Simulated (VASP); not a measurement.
PbI2, 3 atoms in the cell. Symmetry: P-3m1, No. 164, trigonal system. Conventional cell: a = 4.555 Å, b = 4.555 Å, c = 6.977 Å, α = 90.00°, β = 90.00°, γ = 120.00°. Within 4.2 Å of Pb (site symmetry -3m) lie 6 I at 3.21 Å. I (site symmetry 3m) has 3 Pb at 3.21 Å and 3 I at 4.20 Å within 4.3 Å. 

| Quantity | Value |
| --- | --- |
| Program | VASP 6.6.1 |
| Task | dielectric tensor |
| Functional | LDA |
| Potentials or basis | VASP PAW LDA potentials, release 64 (Pb_d, I) |
| Cutoff | 400 eV |
| k mesh | 4 × 4 × 2 |
| Occupations | gaussian, width 0.01 eV |
| Spin | no spin polarisation |
| Dipole correction | no |
| Further INCAR settings | ALGO = Normal; EDIFF = 1e-08 |

Potentials or basis: VASP PAW LDA potentials, release 64 (Pb_d, I).

The run is started by

```console
$ cat potpaw_LDA.64/Pb_d/POTCAR potpaw_LDA.64/I/POTCAR > POTCAR
$ mpirun -np 1 vasp_std > vasp.out
```

Hardware: 1 thread of Intel Xeon 8259CL, on a shared host.

**Question.** Estimate the wall time of this run.

**Answer.** It took 4.9 min on 1 thread of Intel Xeon 8259CL, with other jobs on the host, peak memory 0.22 GiB. Counts: scf iterations 167, k points 8.
